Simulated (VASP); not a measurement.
The system is Cu.

```
Cu
1.0
     0.00000    1.80750    1.80750
     1.80750    0.00000    1.80750
     1.80750    1.80750    0.00000
Cu
1
Direct
  0.00000 0.00000 0.00000
```

- Program: VASP 6.6.1
- Task: relaxation of cell and atoms
- Functional: PBEsol
- Potentials or basis: VASP PAW PBE potentials, release 64 (Cu)
- Cutoff: 600 eV
- k mesh: 16 × 16 × 16
- Occupations: fermi-dirac, width 0.1 eV
- Spin: no spin polarisation

At the start: pressure -5.6 GPa; volume 11.81 Å³/atom.

How do energy, volume and symmetry change on relaxing?

Over 3 steps the energy falls by 8.1 meV/atom and the volume is 11.37 Å³/atom (-3.7 %); space group Fm-3m (No. 225, to 0.05 Å).

The path:
```
step  energy change (eV)  largest force (eV/Å)  pressure (GPa)  volume (Å³)
   1              0.0000                0.0000           -5.64        11.81
   2             -0.0050                0.0000            4.01        11.11
   3             -0.0081                0.0000           -0.04        11.37
```

Final structure:
```yaml
crystal:
  lattice:
    - [0.00000, 1.78478, 1.78478]
    - [1.78478, 0.00000, 1.78478]
    - [1.78478, 1.78478, 0.00000]
  atoms:
    - { symbol: Cu, position: [0.00000, 0.00000, 0.00000] }
```

Caveat: the PAW data sets were made with another functional, which shifts forces and pressure a little.
